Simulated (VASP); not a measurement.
## SrOs: single point with PBE

The system is SrOs.

```
CELL_PARAMETERS angstrom
3.53311 0.00000 0.00000
0.00000 3.53311 0.00000
0.00000 0.00000 3.53311
ATOMIC_POSITIONS crystal
Sr 0.00000 0.00000 0.00000
Os 0.50000 0.50000 0.50000
```

```
Program             : VASP 6.6.1
Task                : single point
Functional          : PBE
Potentials or basis : VASP PAW PBE potentials, release 64 (Sr_sv, Os)
Cutoff              : 520 eV
k mesh              : 10 × 10 × 10
Occupations         : gaussian, width 0.05 eV
Spin                : no spin polarisation
```

The pressure is 4.5 GPa. The band gap on the k mesh is zero (bands 9 and 10 overlap by 1.73 eV).

Levels at points of the mesh, in eV from the Fermi level:
```csv
k point,band 6,band 7,band 8,band 9,band 10,band 11,band 12,band 13
"(0.00, 0.00, 0.00)",-2.57,-2.57,-0.04,-0.04,-0.04,5.03,5.03,8.80
"(0.50, 0.00, 0.00)",-1.74,-0.75,-0.22,-0.22,0.29,1.46,2.91,4.57
"(0.50, 0.50, 0.00)",-2.22,-1.09,-1.09,1.07,1.42,3.10,3.10,5.78
"(0.50, 0.50, 0.50)",-0.77,-0.77,0.62,0.62,0.62,1.13,1.13,3.27
```

Wall time 62 s on 1 thread of Intel Xeon 8259CL, with other jobs on the host, peak memory 0.18 GiB.

Caveat: the cell stands under pressure; spin-orbit coupling is left out, which moves the levels of the heavy elements.
